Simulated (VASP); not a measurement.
# TeAs (I4mm) in VASP: further runs

The runs below take TeAs through single point, with LDA.

Everything below comes from runs of VASP 6.6.1. Logs are shortened: lines on timing, memory, paths and dates and some standing lists are left out, and cuts for length are marked.

## Step 1: The cell of the first run

Symmetry: I4mm, No. 107, tetragonal system. The conventional cell has a = 4.197 Å, b = 4.197 Å, c = 5.935 Å, α = 90.00°, β = 90.00°, γ = 90.00°. Te (site symmetry 4mm) has 5 As at 2.47 to 3.01 Å within 3.3 Å. As (site symmetry 4mm) has 5 Te at 2.47 to 3.01 Å within 3.3 Å.

## Step 2: Single point, LDA

File INCAR:

```
ALGO = Normal
EDIFF = 1E-6
ENCUT = 520
ISIF = 2
ISMEAR = 0
LASPH = True
LCHARG = False
LREAL = False
LWAVE = False
NBANDS = 12
NELM = 100
PREC = Accurate
SIGMA = 0.15
```

File KPOINTS:

```
k-points
0
Gamma
  14 14 14
```

File POSCAR:

```
TeAs
1.0
    0.0000000000      2.9676670000      2.9676670000
    2.9676670000      0.0000000000      2.9676670000
    2.9676670000      2.9676670000      0.0000000000
Te As
1 1
Direct
    0.5842412575      0.5842412575      0.4157587425
    0.0000000000      0.0000000000      0.0000000000
```

Potentials or basis: VASP PAW LDA potentials, release 64 (Te, As).

On the command line:

```
$ cat potpaw_LDA.64/Te/POTCAR potpaw_LDA.64/As/POTCAR > POTCAR
$ mpirun -np 1 vasp_std > vasp.out
```

OUTCAR:

```text
EDIFF = 1E-6
   ENCUT = 520
   ISIF = 2
   ISMEAR = 0
   LASPH = True
   LREAL = False
   NELM = 100
   PREC = Accurate

 ion  position               nearest neighbor table
   1  0.584  0.584  0.416-   2 2.47   2 3.01   2 3.01   2 3.01   2 3.01
   2  0.000  0.000  0.000-   1 2.47   1 3.01   1 3.01   1 3.01   1 3.01

  LATTYP: Found a face centered cubic cell.
 ALAT       =     5.9353340000

  Lattice vectors:

 A1 = (   0.0000000000,   2.9676670000,   2.9676670000)
 A2 = (   2.9676670000,   0.0000000000,   2.9676670000)
 A3 = (   2.9676670000,   2.9676670000,   0.0000000000)

Analysis of symmetry for initial positions (statically):
=====================================================================
 Subroutine PRICEL returns:
 Original cell was already a primitive cell.

 Routine SETGRP: Setting up the symmetry group for a
 face centered cubic supercell.

 Subroutine GETGRP returns: Found  8 space group operations
 (whereof  8 operations were pure point group operations)
 out of a pool of 48 trial point group operations.

The static configuration has the point symmetry C_4v.

Analysis of symmetry for dynamics (positions and initial velocities):
=====================================================================
 Subroutine PRICEL returns:
 Original cell was already a primitive cell.

 Routine SETGRP: Setting up the symmetry group for a
 face centered cubic supercell.

 Subroutine GETGRP returns: Found  8 space group operations
 (whereof  8 operations were pure point group operations)
 out of a pool of 48 trial point group operations.

The dynamic configuration has the point symmetry C_4v.

 Subroutine INISYM returns: Found  8 space group operations
 (whereof  8 operations are pure point group operations),
 and found     1 'primitive' translations

----------------------------------------------------------------------------------------

                                     Primitive cell

  volume of cell :      52.2728

  direct lattice vectors                    reciprocal lattice vectors
     0.000000000  2.967667000  2.967667000    -0.168482515  0.168482515  0.168482515
     2.967667000  0.000000000  2.967667000     0.168482515 -0.168482515  0.168482515
     2.967667000  2.967667000  0.000000000     0.168482515  0.168482515 -0.168482515

  length of vectors
     4.196914920  4.196914920  4.196914920     0.291820276  0.291820276  0.291820276

  position of ions in fractional coordinates (direct lattice)
     0.584241257  0.584241257  0.415758743
     0.000000000  0.000000000  0.000000000

  ion indices of the primitive-cell ions
   primitive index   ion index
                 1           1
                 2           2

----------------------------------------------------------------------------------------

 KPOINTS: k-points

Automatic generation of k-mesh.
 Grid dimensions read from file:
 generate k-points for:   14   14   14

 Generating k-lattice:

  Cartesian coordinates                     Fractional coordinates (reciprocal lattice)
    -0.012034465  0.012034465  0.012034465     0.071428571  0.000000000  0.000000000
     0.012034465 -0.012034465  0.012034465     0.000000000  0.071428571  0.000000000
     0.012034465  0.012034465 -0.012034465     0.000000000  0.000000000  0.071428571

  Length of vectors
     0.020844305  0.020844305  0.020844305

  Shift w.r.t. Gamma in fractional coordinates (k-lattice)
     0.000000000  0.000000000  0.000000000

 Subroutine IBZKPT returns following result:
 ===========================================

 Found    244 irreducible k-points:

 Following reciprocal coordinates:
            Coordinates               Weight
  0.000000  0.000000  0.000000      1.000000
  0.071429  0.000000  0.000000      8.000000
  0.142857  0.000000  0.000000      8.000000
  0.214286  0.000000  0.000000      8.000000
  0.285714  0.000000  0.000000      8.000000
  0.357143  0.000000  0.000000      8.000000
[... 16 lines left out ...]
 -0.428571  0.071429  0.000000      8.000000
  0.000000 -0.428571  0.071429     16.000000
 [... further k-points ...]
   k-points           NKPTS =    244   k-points in BZ     NKDIM =    244   number of bands    NBANDS=     12
   number of dos      NEDOS =    301   number of ions     NIONS =      2
   total plane-waves  NPLWV =  32768
   dimension x,y,z NGX =    32 NGY =   32 NGZ =   32
   dimension x,y,z NGXF=    64 NGYF=   64 NGZF=   64
   ions per type =               1   1
   NGX,Y,Z   is equivalent  to a cutoff of  12.68, 12.68, 12.68 a.u.
   NGXF,Y,Z  is equivalent  to a cutoff of  25.35, 25.35, 25.35 a.u.
 SYSTEM =  unknown system
   PREC   = accura    normal or accurate (medium, high low for compatibility)
   ISTART =      0    job   : 0-new  1-cont  2-samecut
   ICHARG =      2    charge: 1-file 2-atom 10-const
   ISPIN  =      1    spin polarized calculation?
   LNONCOLLINEAR =      F non collinear calculations
   LSORBIT =      F    spin-orbit coupling
   LASPH  =      T    aspherical Exc in radial PAW
   ENCUT  =  520.0 eV  38.22 Ry    6.18 a.u.   7.80  7.80  7.80*2*pi/ulx,y,z
   NELM   =    100;   NELMIN=  2; NELMDL= -5     # of ELM steps
   EDIFF  = 0.1E-05   stopping-criterion for ELM
   LREAL  =      F    real-space projection
   EDIFFG = 0.1E-04   stopping-criterion for IOM
   NSW    =      0    number of steps for IOM
   IBRION =     -1    ionic relax: 0-MD 1-quasi-New 2-CG
   NFREE  =      0    steps in history (QN), initial steepest desc. (CG)
   ISIF   =      2    stress and relaxation
   ISYM   =      2    0-nonsym 1-usesym 2-fastsym
   POTIM  = 0.5000    time-step for ionic-motion
   TEBEG  =    0.0;   TEEND  =   0.0 temperature during run
   PSTRESS=    0.0 pullay stress
   NELECT =      11.0000    total number of electrons
   NUPDOWN=      -1.0000    fix difference up-down
   EMIN   =  10.00;   EMAX   =-10.00  energy-range for DOS
   EFERMI =   0.00;   METHOD = LEGACY
   ISMEAR =     0;   SIGMA  =   0.15  broadening in eV -4-tet -1-fermi 0-gaus
   EFERMI_NEDOS =   21; number of points for ismear=-14 and -15
   IALGO  =     38    algorithm
   IMIX   =      4    mixing-type and parameters
     AMIX     =   0.40;   BMIX     =  1.00
     AMIX_MAG =   1.60;   BMIX_MAG =  1.00
  volume/ion in A,a.u.               =      26.14       176.38
  Fermi-wavevector in a.u.,A,eV,Ry     =   0.973749  1.840120 12.900881  0.948188
  Thomas-Fermi vector in A             =   2.104154
   LORBIT       =      0    0 simple, 1 ext, 2 COOP (PROOUT), +10 PAW based schemes
   GGA     = CA    functional components
   LHFCALC =     F    Hartree Fock is set to
   AEXX    =    0.0000 exact exchange contribution
   IVDW    =     0    specifies the selected vdW correction
   LEPSILON=     F    determine dielectric tensor
   LRPA    =     F    only Hartree local field effects (RPA)
 non-spin polarized calculation
 Gauss-broadening in eV      SIGMA  =   0.15
  energy-cutoff  :      520.00
  volume of cell :       52.27
 maximum number of plane-waves:      1423
   NGX = 15   NGY = 15   NGZ = 15

 number of electron      11.0000001 magnetization

 Free energy of the ion-electron system (eV)
  ---------------------------------------------------
  ext. energy  EPLUGINS =         0.00000000
  ---------------------------------------------------
  free energy    TOTEN  =        -8.62840131 eV

  energy without entropy =       -8.61359018  energy(sigma->0) =       -8.62099574

 E-fermi :   6.6984     XC(G=0):  -9.9152

 val. band max:        6.6961168636   @ k =   0.3571   0.1429   0.5000
 cond. band min:       6.7007461894   @ k =  -0.3571   0.2857   0.0714
 fundamental gap:      0.0046293259
 Fermi energy:         6.6983612853

 k-point     1 :       0.0000    0.0000    0.0000
  band No.  band energies     occupation
      1      -8.2536      2.00000
      2      -0.5053      2.00000
      3       2.8285      2.00000
      4       4.1902      2.00000
      5       4.1902      2.00000
      6       7.2694      0.00000
      7       7.2694      0.00000
      8       9.4157      0.00000
      9      11.5413      0.00000
     10      12.3500      0.00000
     11      12.3500      0.00000
     12      13.4477      0.00000

 k-point     2 :       0.0714    0.0000    0.0000
  band No.  band energies     occupation
      1      -8.2017      2.00000
      2      -0.7071      2.00000
      3       2.8650      2.00000
      4       4.1786      2.00000
      5       4.2198      2.00000
      6       7.2084      0.00000
      7       7.2573      0.00000
      8       9.2233      0.00000
      9      11.5535      0.00000
     10      12.0348      0.00000
     11      12.1601      0.00000
     12      13.9354      0.00000

 k-point     3 :       0.1429    0.0000    0.0000
  band No.  band energies     occupation
      1      -8.0476      2.00000
      2      -1.2340      2.00000
      3       2.9353      2.00000
      4       4.1520      2.00000
      5       4.2852      2.00000
      6       7.0197      0.00245
      7       7.2001      0.00000
      8       8.7853      0.00000
      9      11.4100      0.00000
     10      11.9639      0.00000
     11      12.0593      0.00000
     12      14.8680      0.00000
[... 286 lines left out ...]
 k-point    23 :      -0.4286    0.0714    0.0000
  band No.  band energies     occupation
      1      -6.5817      2.00000
      2      -4.1370      2.00000
      3       2.4561      2.00000
      4       4.1307      2.00000
      5       4.6981      2.00000
      6       5.8187      2.00000
      7       6.1728      2.00000
      8       7.8962      0.00000
      9      13.0468      0.00000
     10      14.5166      0.00000
     11      15.4855      0.00000
     12      16.1028      0.00000

 k-point    24 :       0.0000   -0.4286    0.0714
  band No.  band energies     occupation
      1      -6.5749      2.00000
      2      -4.1619      2.00000
      3       2.8928      2.00000
      4       3.7669      2.00000
      5       4.2261      2.00000
      6       6.0564      2.00000
      7       6.6414      1.40849
      8       7.5335      0.00000
      9      13.2986      0.00000
     10      14.6895      0.00000
     11      15.1975      0.00000
     12      15.9807      0.00000

 [... further k-points ...]
[... 5 lines left out ...]
  --------------------------------------------------------------------------------------
  -------------------------------------------------------------------------------------
  Total        0.4458213      0.4458213      2.2070408      0.0000000     -0.0000000      0.0000000
  in kB       13.6645670     13.6645670     67.6465184      0.0000000     -0.0000000      0.0000000
  external PRESSURE =      31.6585508 kB  Pullay stress =       0.0000000 kB

 VOLUME and BASIS-vectors are now :
 -----------------------------------------------------------------------------
  energy-cutoff  :      520.00
  volume of cell :       52.27
      direct lattice vectors                 reciprocal lattice vectors
     0.000000000  2.967667000  2.967667000    -0.168482515  0.168482515  0.168482515
     2.967667000  0.000000000  2.967667000     0.168482515 -0.168482515  0.168482515
     2.967667000  2.967667000  0.000000000     0.168482515  0.168482515 -0.168482515

 POSITION                                       TOTAL-FORCE (eV/Angst)
 -----------------------------------------------------------------------------------
      2.96767      2.96767      3.46767         0.000000      0.000000     -2.068905
      0.00000      0.00000      0.00000         0.000000      0.000000      2.068905
 -----------------------------------------------------------------------------------
    total drift:                                0.000001      0.000001      0.000021

  FREE ENERGIE OF THE ION-ELECTRON SYSTEM (eV)
  ---------------------------------------------------
  free  energy   TOTEN  =        -8.6284013122 eV

  energy  without entropy=       -8.6135901771  energy(sigma->0) =       -8.62099574
```

Wall time 2 min (1 thread of Intel Xeon Platinum 8259CL at 2.50GHz (Skylake/Cascade Lake), shared host); peak memory 0.28 GiB.

What came out:

| Item | Value |
| --- | --- |
| Free energy | -8.6284 eV |
| Pressure | 3.2 GPa |
| Largest force | 2.069 eV/Å |

Forces on the atoms (eV/Å):
```
Te   0.000  0.000 -2.069
As   0.000  0.000  2.069
```

Stress tensor (GPa, compression positive):
```
1.37 0.00 0.00
0.00 1.37 0.00
0.00 0.00 6.76
```

Caveat: the cell differs from its parent crystal (all Te atoms moved -0.500 Å, as atom 1 towards its neighbour atom 2 (As) at 2.968 Å); spin-orbit coupling is left out, which moves the levels of the heavy elements; forces of over 1 eV/Å act on the atoms, so gaps and moduli don't describe the material at rest.

## Step 3: Single point, LDA

File INCAR:

```
SYSTEM = TeAs
  PREC = Accurate
  ENCUT = 520
  EDIFF = 1E-7
  ISMEAR = 0
  SIGMA = 0.15
  LREAL = .FALSE.
  LASPH = .TRUE.
  NELM = 100
  ALGO = Normal
  ISIF = 2
  LWAVE = .FALSE.
  LCHARG = .FALSE.
  NBANDS = 12
```

File KPOINTS:

```
Automatic mesh
0
G
  14 14 14
  0 0 0
```

Changes to POSCAR since step 2:

```diff
@@ -8,3 +8,3 @@
 Direct
-    0.5842412575      0.5842412575      0.4157587425
+    0.4368190569      0.4368190569      0.5631809431
     0.0000000000      0.0000000000      0.0000000000
```

Potentials or basis: VASP PAW LDA potentials, release 64 (Te, As).

On the command line:

```
$ cat potpaw_LDA.64/Te/POTCAR potpaw_LDA.64/As/POTCAR > POTCAR
$ mpirun -np 1 vasp_std > vasp.out
```

Run time: 2 min. Hardware: 1 thread of Intel Xeon Platinum 8259CL at 2.50GHz (Skylake/Cascade Lake), shared host; peak memory 0.29 GiB.

Results (log left out):

| Item | Value |
| --- | --- |
| Free energy | -8.8259 eV |
| Pressure | 0.0 GPa |
| Largest force | 1.193 eV/Å |

Forces in eV/Å, atoms in the order of the input:
```
Te   0.000  0.000  1.193
As   0.000  0.000 -1.193
```

Stress tensor (GPa, compression positive):
```
-0.65  0.00  0.00
 0.00 -0.65  0.00
 0.00  0.00  1.31
```

Levels at points of the mesh, in eV from the Fermi level:
```
           k point  band 1  band 2  band 3  band 4  band 5  band 6  band 7  band 8  band 9  band 10
(0.00, 0.00, 0.00)  -14.69   -7.23   -3.44   -2.59   -2.59    1.17    1.17    2.45    4.85     5.36
(0.50, 0.00, 0.00)  -12.77  -11.13   -3.14   -2.23   -2.03   -1.12   -0.49   -0.03    7.38     8.92
(0.50, 0.50, 0.00)  -12.06  -10.82   -6.06   -4.68   -4.68    1.92    3.83    3.83    5.84     9.08
(0.00, 0.50, 0.50)  -12.65   -9.63   -6.68   -4.80   -4.43    0.70    4.20    4.77    5.30     8.81
```

Caveat: the cell differs from its parent crystal (all Te atoms moved +0.375 Å, as atom 1 towards its neighbour atom 2 (As) at 2.968 Å); spin-orbit coupling is left out, which moves the levels of the heavy elements; forces of over 1 eV/Å act on the atoms, so gaps and moduli don't describe the material at rest.

## Step 4: Single point, LDA

File INCAR:

```
ALGO = Normal
EDIFF = 1E-6
ENCUT = 520
GGA = CA
ISIF = 2
ISMEAR = 0
LASPH = True
LCHARG = True
LELF = True
LREAL = False
LVHAR = True
LWAVE = False
NBANDS = 12
NELM = 60
PREC = Accurate
SIGMA = 0.15
```

File KPOINTS:

```
k-points
0
Gamma
  14 14 14
```

Changes to POSCAR since step 3:

```diff
@@ -8,3 +8,3 @@
 Direct
-    0.4368190569      0.4368190569      0.5631809431
+    0.5421206288      0.5421206288      0.4578793712
     0.0000000000      0.0000000000      0.0000000000
```

On the command line:

```
$ cat potpaw_LDA.64/Te/POTCAR potpaw_LDA.64/As/POTCAR > POTCAR
$ mpirun -np 1 vasp_std > vasp.out
```

It took 2.2 min on 1 thread of Intel Xeon Platinum 8259CL at 2.50GHz (Skylake/Cascade Lake), shared host; peak memory 0.28 GiB.

Results (log left out):

```
Free energy   : -8.9451 eV
Pressure      : -2.3 GPa
Largest force : 0.738 eV/Å
```

Forces on the atoms (eV/Å):
```
Te   0.000  0.000 -0.738
As   0.000  0.000  0.738
```

Stress tensor (GPa, compression positive):
```
-2.67  0.00  0.00
 0.00 -2.67  0.00
 0.00  0.00 -1.55
```

Levels at points of the mesh, in eV from the Fermi level:
```csv
k point,band 2,band 3,band 4,band 5,band 6,band 7,band 8,band 9
"(0.00, 0.00, 0.00)",-7.15,-2.94,-2.55,-2.55,1.77,1.77,2.38,4.94
"(0.50, 0.00, 0.00)",-11.16,-2.54,-1.92,-1.66,-1.13,-0.57,-0.35,7.83
"(0.50, 0.50, 0.00)",-10.14,-6.20,-4.50,-4.50,2.08,3.94,3.94,5.73
"(0.00, 0.50, 0.50)",-9.57,-6.51,-4.56,-4.39,1.43,4.11,4.47,5.49
```

Caveat: the cell differs from its parent crystal (all Te atoms moved -0.250 Å, as atom 1 towards its neighbour atom 2 (As) at 2.968 Å); spin-orbit coupling is left out, which moves the levels of the heavy elements.
